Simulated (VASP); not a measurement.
## InGa2O: relaxation of cell and atoms with PBE

The system is InGa2O.

```
In Ga O
1.0
     2.83749    0.00000    0.00000
     0.00000    2.83749    0.00000
     0.00000    0.00000    9.77039
In Ga O
1 2 1
Direct
  0.00000 0.00000 0.50000
  0.00000 0.00000 0.85148
  0.00000 0.00000 0.14852
  0.00000 0.00000 0.00000
```

* Program: VASP 6.6.1
* Task: relaxation of cell and atoms
* Functional: PBE
* Potentials or basis: VASP PAW PBE potentials, release 64 (In_d, Ga_d, O)
* Cutoff: 600 eV
* k mesh: 6 × 6 × 2
* Occupations: gaussian, width 0.1 eV
* Spin: no spin polarisation
* Dipole correction: no
* Further INCAR settings: ALGO = Normal; EDIFF = 1e-06; IBRION = 2; EDIFFG = -0.04; NSW = 90; ISIF = 3

```yaml
Relaxed_volume: 23.87 Å³/atom
Relaxed_cell: a = 3.122 Å, b = 3.122 Å, c = 9.798 Å, α = 90.00°, β = 90.00°, γ = 90.00°
Space_group_after_relaxing_to_0.05_Å: P4/mmm (No. 123)
Energy_gained_by_relaxing: 1311.6 meV/atom
Ionic_steps: 20
Pressure_after_relaxing: 0.0 GPa
```

Step by step:
```csv
step,energy change (eV),largest force (eV/Å),pressure (GPa),volume (Å³)
1,0.0000,19.7257,41.39,78.66
2,1.8355,0.1268,-8.28,140.12
3,1.1630,0.2992,-7.54,132.63
4,0.6530,0.4715,-7.09,126.84
5,-1.9244,1.6372,-6.46,102.18
6,-3.7211,2.1043,-5.10,90.28
7,-4.6156,1.7880,-1.07,84.44
8,-4.9171,0.6367,2.59,81.54
9,-4.9357,0.5237,5.25,80.10
10,-4.9427,0.0627,4.17,80.62
11,-4.9428,0.1007,4.29,80.58
12,-5.1341,0.1353,2.54,85.92
13,-5.2351,0.1746,0.50,93.16
14,-5.2414,0.1972,0.19,95.06
15,-5.2421,0.2071,-0.07,96.78
16,-5.2425,0.2053,0.04,96.20
17,-5.2429,0.1112,-0.56,96.42
18,-5.2438,0.0328,-0.29,96.32
19,-5.2457,0.0157,-0.16,95.88
20,-5.2463,0.0017,-0.03,95.49
```

Final structure:
```yaml
crystal:
  lattice:
    - [3.12189, 0.00000, 0.00000]
    - [0.00000, 3.12189, 0.00000]
    - [0.00000, 0.00000, 9.79794]
  atoms:
    - { symbol: In, position: [0.00000, 0.00000, 0.50000] }
    - { symbol: Ga, position: [0.00000, 0.00000, 0.81745] }
    - { symbol: Ga, position: [0.00000, 0.00000, 0.18255] }
    - { symbol: O, position: [0.00000, 0.00000, 0.00000] }
```

Levels at points of the mesh, in eV from the Fermi level:
```
           k point  band 18  band 19  band 20  band 21  band 22  band 23  band 24  band 25  band 26  band 27
(0.00, 0.00, 0.00)    -8.03    -4.99    -4.05    -1.88    -1.88     1.26     3.47     7.24     7.24     7.41
(0.50, 0.00, 0.00)    -4.95    -4.26    -2.32    -2.29    -2.08    -1.69    -1.28     0.70     3.80     5.48
(0.50, 0.50, 0.00)    -3.47    -3.47    -1.86    -0.17     0.12     0.12     0.91     0.91     1.32     2.63
(0.00, 0.00, 0.50)    -7.25    -6.33    -2.51    -1.88    -1.88    -0.27     5.83     5.88     6.90     6.90
(0.50, 0.00, 0.50)    -4.50    -4.22    -3.75    -2.61    -1.69    -0.51    -0.48     0.04     2.49     5.85
(0.50, 0.50, 0.50)    -3.46    -3.46    -1.47    -1.07    -0.12    -0.12     1.70     1.70     1.98     1.98
```

Wall time 5.6 min on 1 thread of Intel(R) Xeon(R) 6975P-C (Granite Rapids), on a shared host, peak memory 0.25 GiB.

Caveat: the k points lie up to 0.34 Å⁻¹ apart in the final cell; the volume moved by over 15 % at a fixed basis, so the end points are rough; spin-orbit coupling is left out, which moves the levels of the heavy elements; an odd number of electrons without spin polarisation forces a metal; a magnetic or distorted state may lie lower.
